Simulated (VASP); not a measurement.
# SrCl2 (Fm-3m) in VASP: notebook

SrCl2 is run at these levels: PBE; tasks: single point, relaxation of cell and atoms.

Everything below comes from runs of VASP 6.6.1. Logs are shortened: lines on timing, memory, paths and dates and some standing lists are left out, and cuts for length are marked.

### 1 The cell of the first run

The structure is cubic, space group Fm-3m (No. 225). The conventional cell has a = 7.041 Å, b = 7.041 Å, c = 7.041 Å, α = 90.00°, β = 90.00°, γ = 90.00°. Within 4.0 Å of Sr (site symmetry m-3m) lie 8 Cl at 3.05 Å. Cl (site symmetry -43m) has 4 Sr at 3.05 Å and 6 Cl at 3.52 Å within 4.0 Å.

### 2 Single point, PBE

Input file INCAR:

```
SYSTEM = SrCl2
PREC = Accurate
ENCUT = 520
EDIFF = 1E-7
ISMEAR = 0
SIGMA = 0.01
LREAL = .False.
LASPH = .True.
NELM = 80
ALGO = Normal
ISIF = 2
LWAVE = .False.
LCHARG = .False.
GGA = PE
NBANDS = 19
```

Input file KPOINTS:

```
Automatic mesh
0
Gamma
  6 6 6
  0 0 0
```

Input file POSCAR:

```
SrCl2
1.0
    0.0000000000      3.5204797960      3.5204797960
    3.5204797960      0.0000000000      3.5204797960
    3.5204797960      3.5204797960      0.0000000000
Sr Cl
1 2
Direct
    0.0000000000      0.0000000000      0.0000000000
    0.2500000000      0.2500000000      0.2500000000
    0.7500000000      0.7500000000      0.7500000000
```

Potentials or basis: VASP PAW PBE potentials, release 64 (Sr_sv, Cl).

On the command line:

```
$ cat potpaw_PBE.64/Sr_sv/POTCAR potpaw_PBE.64/Cl/POTCAR > POTCAR
$ mpirun -np 1 vasp_std > vasp.out
```

OUTCAR:

```text
SYSTEM = SrCl2
   PREC = Accurate
   ENCUT = 520
   EDIFF = 1E-7
   ISMEAR = 0
   LREAL = .False.
   LASPH = .True.
   NELM = 80
   ISIF = 2
   GGA = PE

 ion  position               nearest neighbor table
   1  0.000  0.000  0.000-   3 3.05   3 3.05   3 3.05   2 3.05   3 3.05   2 3.05   2 3.05   2 3.05

   2  0.250  0.250  0.250-   1 3.05   1 3.05   1 3.05   1 3.05
   3  0.750  0.750  0.750-   1 3.05   1 3.05   1 3.05   1 3.05

  LATTYP: Found a face centered cubic cell.
 ALAT       =     7.0409595920

  Lattice vectors:

 A1 = (   0.0000000000,   3.5204797960,   3.5204797960)
 A2 = (   3.5204797960,   0.0000000000,   3.5204797960)
 A3 = (   3.5204797960,   3.5204797960,   0.0000000000)

Analysis of symmetry for initial positions (statically):
=====================================================================
 Subroutine PRICEL returns:
 Original cell was already a primitive cell.

 Routine SETGRP: Setting up the symmetry group for a
 face centered cubic supercell.

 Subroutine GETGRP returns: Found 48 space group operations
 (whereof 48 operations were pure point group operations)
 out of a pool of 48 trial point group operations.

The static configuration has the point symmetry O_h .

Analysis of symmetry for dynamics (positions and initial velocities):
=====================================================================
 Subroutine PRICEL returns:
 Original cell was already a primitive cell.

 Routine SETGRP: Setting up the symmetry group for a
 face centered cubic supercell.

 Subroutine GETGRP returns: Found 48 space group operations
 (whereof 48 operations were pure point group operations)
 out of a pool of 48 trial point group operations.

The dynamic configuration has the point symmetry O_h .

 Subroutine INISYM returns: Found 48 space group operations
 (whereof 48 operations are pure point group operations),
 and found     1 'primitive' translations

----------------------------------------------------------------------------------------

                                     Primitive cell

  volume of cell :      87.2641

  direct lattice vectors                    reciprocal lattice vectors
     0.000000000  3.520479796  3.520479796    -0.142026096  0.142026096  0.142026096
     3.520479796  0.000000000  3.520479796     0.142026096 -0.142026096  0.142026096
     3.520479796  3.520479796  0.000000000     0.142026096  0.142026096 -0.142026096

  length of vectors
     4.978710274  4.978710274  4.978710274     0.245996414  0.245996414  0.245996414

  position of ions in fractional coordinates (direct lattice)
     0.000000000  0.000000000  0.000000000
     0.250000000  0.250000000  0.250000000
     0.750000000  0.750000000  0.750000000

  ion indices of the primitive-cell ions
   primitive index   ion index
                 1           1
                 2           2
                 3           3

----------------------------------------------------------------------------------------

 KPOINTS: Automatic mesh

Automatic generation of k-mesh.
 Grid dimensions read from file:
 generate k-points for:    6    6    6

 Generating k-lattice:

  Cartesian coordinates                     Fractional coordinates (reciprocal lattice)
    -0.023671016  0.023671016  0.023671016     0.166666667  0.000000000  0.000000000
     0.023671016 -0.023671016  0.023671016     0.000000000  0.166666667  0.000000000
     0.023671016  0.023671016 -0.023671016     0.000000000  0.000000000  0.166666667

  Length of vectors
     0.040999402  0.040999402  0.040999402

  Shift w.r.t. Gamma in fractional coordinates (k-lattice)
     0.000000000  0.000000000  0.000000000

 Subroutine IBZKPT returns following result:
 ===========================================

 Found     16 irreducible k-points:

 Following reciprocal coordinates:
            Coordinates               Weight
  0.000000  0.000000  0.000000      1.000000
  0.166667  0.000000  0.000000      8.000000
  0.333333  0.000000  0.000000      8.000000
  0.500000  0.000000  0.000000      4.000000
  0.166667  0.166667  0.000000      6.000000
  0.333333  0.166667  0.000000     24.000000
[... 8 lines left out ...]
 -0.333333  0.333333  0.166667     24.000000
 -0.333333  0.500000  0.166667     12.000000
   k-points           NKPTS =     16   k-points in BZ     NKDIM =     16   number of bands    NBANDS=     19
   number of dos      NEDOS =    301   number of ions     NIONS =      3
   total plane-waves  NPLWV =  64000
   dimension x,y,z NGX =    40 NGY =   40 NGZ =   40
   dimension x,y,z NGXF=    80 NGYF=   80 NGZF=   80
   ions per type =               1   2
   NGX,Y,Z   is equivalent  to a cutoff of  13.36, 13.36, 13.36 a.u.
   NGXF,Y,Z  is equivalent  to a cutoff of  26.71, 26.71, 26.71 a.u.
 SYSTEM =  SrCl2
   PREC   = accura    normal or accurate (medium, high low for compatibility)
   ISTART =      0    job   : 0-new  1-cont  2-samecut
   ICHARG =      2    charge: 1-file 2-atom 10-const
   ISPIN  =      1    spin polarized calculation?
   LNONCOLLINEAR =      F non collinear calculations
   LSORBIT =      F    spin-orbit coupling
   LASPH  =      T    aspherical Exc in radial PAW
   ENCUT  =  520.0 eV  38.22 Ry    6.18 a.u.   9.26  9.26  9.26*2*pi/ulx,y,z
   NELM   =     80;   NELMIN=  2; NELMDL= -5     # of ELM steps
   EDIFF  = 0.1E-06   stopping-criterion for ELM
   LREAL  =      F    real-space projection
   EDIFFG = 0.1E-05   stopping-criterion for IOM
   NSW    =      0    number of steps for IOM
   IBRION =     -1    ionic relax: 0-MD 1-quasi-New 2-CG
   NFREE  =      0    steps in history (QN), initial steepest desc. (CG)
   ISIF   =      2    stress and relaxation
   ISYM   =      2    0-nonsym 1-usesym 2-fastsym
   POTIM  = 0.5000    time-step for ionic-motion
   TEBEG  =    0.0;   TEEND  =   0.0 temperature during run
   PSTRESS=    0.0 pullay stress
   NELECT =      24.0000    total number of electrons
   NUPDOWN=      -1.0000    fix difference up-down
   EMIN   =  10.00;   EMAX   =-10.00  energy-range for DOS
   EFERMI =   0.00;   METHOD = LEGACY
   ISMEAR =     0;   SIGMA  =   0.01  broadening in eV -4-tet -1-fermi 0-gaus
   EFERMI_NEDOS =   21; number of points for ismear=-14 and -15
   IALGO  =     38    algorithm
   IMIX   =      4    mixing-type and parameters
     AMIX     =   0.40;   BMIX     =  1.00
     AMIX_MAG =   1.60;   BMIX_MAG =  1.00
  volume/ion in A,a.u.               =      29.09       196.30
  Fermi-wavevector in a.u.,A,eV,Ry     =   1.064633  2.011865 15.421443  1.133444
  Thomas-Fermi vector in A             =   2.200158
   LORBIT       =      0    0 simple, 1 ext, 2 COOP (PROOUT), +10 PAW based schemes
   GGA     = PE    functional components
   LHFCALC =     F    Hartree Fock is set to
   AEXX    =    0.0000 exact exchange contribution
   IVDW    =     0    specifies the selected vdW correction
   LEPSILON=     F    determine dielectric tensor
   LRPA    =     F    only Hartree local field effects (RPA)
 non-spin polarized calculation
 Gauss-broadening in eV      SIGMA  =   0.01
  energy-cutoff  :      520.00
  volume of cell :       87.26
 maximum number of plane-waves:      2397
 NGX is ok and might be reduce to    40
   NGX = 19   NGY = 19   NGZ = 19

 number of electron      23.9999999 magnetization

 Free energy of the ion-electron system (eV)
  ---------------------------------------------------
  ext. energy  EPLUGINS =         0.00000000
  ---------------------------------------------------
  free energy    TOTEN  =       -12.79140110 eV

  energy without entropy =      -12.79140110  energy(sigma->0) =      -12.79140110

 E-fermi :   0.0741     XC(G=0):  -8.1651

 val. band max:       -0.0248017121   @ k =   0.5000   0.5000   0.0000
 cond. band min:       5.2073815944   @ k =   0.0000   0.0000   0.0000
 fundamental gap:      5.2321833065
 Fermi energy:         0.0741314169

 k-point     1 :       0.0000    0.0000    0.0000
  band No.  band energies     occupation
      1     -33.0039      2.00000
      2     -14.9838      2.00000
      3     -14.9838      2.00000
      4     -14.9838      2.00000
      5     -13.2463      2.00000
      6     -12.4511      2.00000
[... 11 lines left out ...]
     18       8.9636      0.00000
     19       9.1250      0.00000

 k-point     2 :       0.1667    0.0000    0.0000
  band No.  band energies     occupation
      1     -33.0032      2.00000
      2     -15.0547      2.00000
      3     -14.9868      2.00000
      4     -14.9868      2.00000
      5     -13.1161      2.00000
      6     -12.5043      2.00000
[... 11 lines left out ...]
     18       8.6264      0.00000
     19       9.6929      0.00000

 k-point     3 :       0.3333    0.0000    0.0000
  band No.  band energies     occupation
      1     -33.0019      2.00000
      2     -15.1720      2.00000
      3     -14.9927      2.00000
      4     -14.9927      2.00000
      5     -12.9142      2.00000
      6     -12.5690      2.00000
[... 11 lines left out ...]
     18       8.4489      0.00000
     19       8.9531      0.00000

 k-point     4 :       0.5000    0.0000    0.0000
  band No.  band energies     occupation
      1     -33.0012      2.00000
      2     -15.2218      2.00000
      3     -14.9957      2.00000
      4     -14.9957      2.00000
      5     -12.8713      2.00000
      6     -12.5481      2.00000
[... 231 lines left out ...]
     18       8.5352      0.00000
     19       9.6441      0.00000

 k-point    15 :      -0.3333    0.3333    0.1667
  band No.  band energies     occupation
      1     -33.0005      2.00000
      2     -15.1692      2.00000
      3     -15.1130      2.00000
      4     -15.0065      2.00000
      5     -12.7014      2.00000
      6     -12.6225      2.00000
[... 11 lines left out ...]
     18       8.9518      0.00000
     19       9.7594      0.00000

 k-point    16 :      -0.3333    0.5000    0.1667
  band No.  band energies     occupation
      1     -33.0003      2.00000
      2     -15.2126      2.00000
      3     -15.0822      2.00000
      4     -15.0124      2.00000
      5     -12.6884      2.00000
      6     -12.6098      2.00000
[... 11 lines left out ...]
     18       9.3347      0.00000
     19       9.8279      0.00000

------------------------ aborting loop because EDIFF is reached ----------------------------------------

  FORCE on cell =-STRESS in cart. coord.  units (eV):
  Direction    XX          YY          ZZ          XY          YZ          ZX
  --------------------------------------------------------------------------------------
  -------------------------------------------------------------------------------------
  Total        0.0421190      0.0421190      0.0421190      0.0000000     -0.0000000      0.0000000
  in kB        0.7733098      0.7733098      0.7733098      0.0000000     -0.0000000      0.0000000
  external PRESSURE =       0.7733098 kB  Pullay stress =       0.0000000 kB

 VOLUME and BASIS-vectors are now :
 -----------------------------------------------------------------------------
  energy-cutoff  :      520.00
  volume of cell :       87.26
      direct lattice vectors                 reciprocal lattice vectors
     0.000000000  3.520479796  3.520479796    -0.142026096  0.142026096  0.142026096
     3.520479796  0.000000000  3.520479796     0.142026096 -0.142026096  0.142026096
     3.520479796  3.520479796  0.000000000     0.142026096  0.142026096 -0.142026096

 POSITION                                       TOTAL-FORCE (eV/Angst)
 -----------------------------------------------------------------------------------
      0.00000      0.00000      0.00000        -0.000000      0.000000     -0.000000
      1.76024      1.76024      1.76024         0.000000      0.000000      0.000000
      5.28072      5.28072      5.28072        -0.000000     -0.000000      0.000000
 -----------------------------------------------------------------------------------
    total drift:                               -0.000000     -0.000000      0.000000

  FREE ENERGIE OF THE ION-ELECTRON SYSTEM (eV)
  ---------------------------------------------------
  free  energy   TOTEN  =       -12.7914010954 eV

  energy  without entropy=      -12.7914010954  energy(sigma->0) =      -12.79140110
```

Wall time 27 s (1 thread of AMD EPYC 7R13 (Zen 3), shared host); peak memory 0.21 GiB.

What came out:

- Free energy: -12.7914 eV
- Pressure: 0.1 GPa
- Band gap on the k mesh: 5.23 eV, indirect (least direct gap 5.52 eV)

Levels at points of the mesh, in eV from the valence-band top:
| k point | band 8 | band 9 | band 10 | band 11 | band 12 | band 13 | band 14 | band 15 | band 16 | band 17 |
| --- | --- | --- | --- | --- | --- | --- | --- | --- | --- | --- |
| (0.00, 0.00, 0.00) | -2.03 | -2.03 | -0.33 | -0.33 | -0.33 | 5.23 | 6.10 | 6.10 | 8.99 | 8.99 |
| (0.50, 0.00, 0.00) | -1.49 | -1.45 | -1.27 | -1.01 | -1.01 | 6.68 | 6.68 | 7.41 | 7.83 | 8.49 |
| (0.50, 0.50, 0.00) | -1.81 | -1.81 | -0.38 | -0.38 | 0.00 | 5.52 | 6.96 | 7.53 | 7.92 | 7.92 |

### 3 Relaxation of cell and atoms, PBE

Input file INCAR:

```
ALGO     = Normal         # electronic algorithm
EDIFF    = 1E-6           # SCF threshold, eV
EDIFFG   = -0.001         # ionic threshold
ENCUT    = 600            # plane-wave cutoff, eV
GGA      = PE             # functional
IBRION   = 2              # ionic algorithm
ISIF     = 3              # what is computed and relaxed
ISMEAR   = 0              # smearing method
LASPH    = True           # aspherical terms in the spheres
LCHARG   = False          # write CHGCAR
LREAL    = False          # projectors in reciprocal space
LWAVE    = False          # write WAVECAR
NELM     = 60             # most SCF steps
NSW      = 80             # ionic steps
PREC     = Accurate       # precision mode
SIGMA    = 0.01           # smearing width, eV
```

Input file KPOINTS:

```
k-points
0
Gamma
  6 6 6
```

Input file POSCAR:

```
SrCl2
1.0
    0.0000000000      3.5192138314      3.5192138314
    3.5192138314      0.0000000000      3.5192138314
    3.5192138314      3.5192138314      0.0000000000
Sr Cl
1 2
Direct
    0.0000000000      0.0000000000      0.0000000000
    0.2500000000      0.2500000000      0.2500000000
    0.7500000000      0.7500000000      0.7500000000
```

Potentials or basis: VASP PAW PBE potentials, release 64 (Sr_sv, Cl).

On the command line:

```
$ cat potpaw_PBE.64/Sr_sv/POTCAR potpaw_PBE.64/Cl/POTCAR > POTCAR
$ mpirun -np 1 vasp_std > vasp.out
```

OUTCAR:

```text
EDIFF = 1E-6
   EDIFFG = -0.001
   ENCUT = 600
   GGA = PE
   IBRION = 2
   ISIF = 3
   ISMEAR = 0
   LASPH = True
   LREAL = False
   NELM = 60
   NSW = 80
   PREC = Accurate

 ion  position               nearest neighbor table
   1  0.000  0.000  0.000-   3 3.05   3 3.05   3 3.05   2 3.05   3 3.05   2 3.05   2 3.05   2 3.05

   2  0.250  0.250  0.250-   1 3.05   1 3.05   1 3.05   1 3.05
   3  0.750  0.750  0.750-   1 3.05   1 3.05   1 3.05   1 3.05

  LATTYP: Found a face centered cubic cell.
 ALAT       =     7.0384276628

  Lattice vectors:

 A1 = (   0.0000000000,   3.5192138314,   3.5192138314)
 A2 = (   3.5192138314,   0.0000000000,   3.5192138314)
 A3 = (   3.5192138314,   3.5192138314,   0.0000000000)

Analysis of symmetry for initial positions (statically):
[... 174 lines left out ...]
  -------------------------------------------------------------------------------------
  Total        0.0807325      0.0807325      0.0807325     -0.0000000     -0.0000000      0.0000000
  in kB        1.4838575      1.4838575      1.4838575     -0.0000000     -0.0000000      0.0000000
  external PRESSURE =       1.4838575 kB  Pullay stress =       0.0000000 kB
[... 61 lines left out ...]
--------------------------------------- Ionic step        3  -------------------------------------------

 number of electron      23.9999999 magnetization

 Free energy of the ion-electron system (eV)
  ---------------------------------------------------
  ext. energy  EPLUGINS =         0.00000000
  ---------------------------------------------------
  free energy    TOTEN  =       -12.79176471 eV

  energy without entropy =      -12.79176471  energy(sigma->0) =      -12.79176471

 E-fermi :   0.0313     XC(G=0):  -8.1508

 val. band max:       -0.0462047027   @ k =   0.5000   0.5000   0.0000
 cond. band min:       5.1736042580   @ k =   0.0000   0.0000   0.0000
 fundamental gap:      5.2198089607
 Fermi energy:         0.0313209183

 k-point     1 :       0.0000    0.0000    0.0000
  band No.  band energies     occupation
      1     -33.0361      2.00000
      2     -15.0147      2.00000
      3     -15.0147      2.00000
      4     -15.0147      2.00000
      5     -13.2573      2.00000
      6     -12.4685      2.00000
[... 323 lines left out ...]
  FREE ENERGIE OF THE ION-ELECTRON SYSTEM (eV)
  ---------------------------------------------------
  free  energy   TOTEN  =       -12.7917647129 eV

  energy  without entropy=      -12.7917647129  energy(sigma->0) =      -12.79176471

 reached required accuracy - stopping structural energy minimisation
```

OSZICAR:

```text
N       E                     dE             d eps       ncg     rms          rms(c)
DAV:   1     0.160464406340E+03    0.16046E+03   -0.12312E+04   512   0.149E+03
DAV:   2    -0.255719435639E+01   -0.16302E+03   -0.15815E+03   680   0.257E+02
DAV:   3    -0.126923199916E+02   -0.10135E+02   -0.10126E+02   688   0.684E+01
[... 22 lines left out ...]
DAV:   1    -0.127918045029E+02   -0.42940E-04   -0.92867E-04   624   0.217E-01    0.436E-02
DAV:   2    -0.127917732984E+02    0.31205E-04   -0.81392E-05   584   0.589E-02    0.152E-02
DAV:   3    -0.127917665224E+02    0.67760E-05   -0.21341E-05   912   0.280E-02    0.108E-02
DAV:   4    -0.127917654558E+02    0.10666E-05   -0.15004E-06   592   0.739E-03    0.699E-03
DAV:   5    -0.127917647129E+02    0.74284E-06   -0.10571E-06   528   0.502E-03
   3 F= -.12791765E+02 E0= -.12791765E+02  d E =-.188308E-03
```

CONTCAR:

```text
SrCl2
   1.00000000000000
    -0.0000000000000000    3.5244015972219565    3.5244015972219565
     3.5244015972219565    0.0000000000000000    3.5244015972219565
     3.5244015972219565    3.5244015972219565    0.0000000000000000
  Sr              Cl
     1     2
Direct
     0.0000000000000000    0.0000000000000000    0.0000000000000000
     0.2500000000000000    0.2500000000000000    0.2500000000000000
     0.7500000000000000    0.7500000000000000    0.7500000000000000

  0.00000000E+00  0.00000000E+00  0.00000000E+00
  0.00000000E+00  0.00000000E+00  0.00000000E+00
  0.00000000E+00  0.00000000E+00  0.00000000E+00
```

It took 50 s on 1 thread of AMD EPYC 7R13 (Zen 3), shared host; peak memory 0.21 GiB.

What came out:

| Quantity | Value |
| --- | --- |
| Free energy | -12.7918 eV |
| Relaxed volume | 29.19 Å³/atom |
| Relaxed cell | a = 4.984 Å, b = 4.984 Å, c = 4.984 Å, α = 60.00°, β = 60.00°, γ = 60.00° |
| Space group after relaxing (to 0.05 Å) | Fm-3m (No. 225) |
| Energy gained by relaxing | 0.1 meV/atom |
| Ionic steps | 3 |
| Pressure after relaxing | 0.0 GPa |
| Band gap on the k mesh | 5.22 eV, indirect (least direct gap 5.52 eV) |

The path:
```tsv
step	energy change (eV)	largest force (eV/Å)	pressure (GPa)	volume (Å³)
1	0.0000	0.0000	0.15	87.17
2	-0.0002	0.0000	0.02	87.51
3	-0.0002	0.0000	0.00	87.56
```

Final structure:
```
Sr Cl
1.0
     0.00000    3.52440    3.52440
     3.52440    0.00000    3.52440
     3.52440    3.52440    0.00000
Sr Cl
1 2
Direct
  0.00000 0.00000 0.00000
  0.25000 0.25000 0.25000
  0.75000 0.75000 0.75000
```
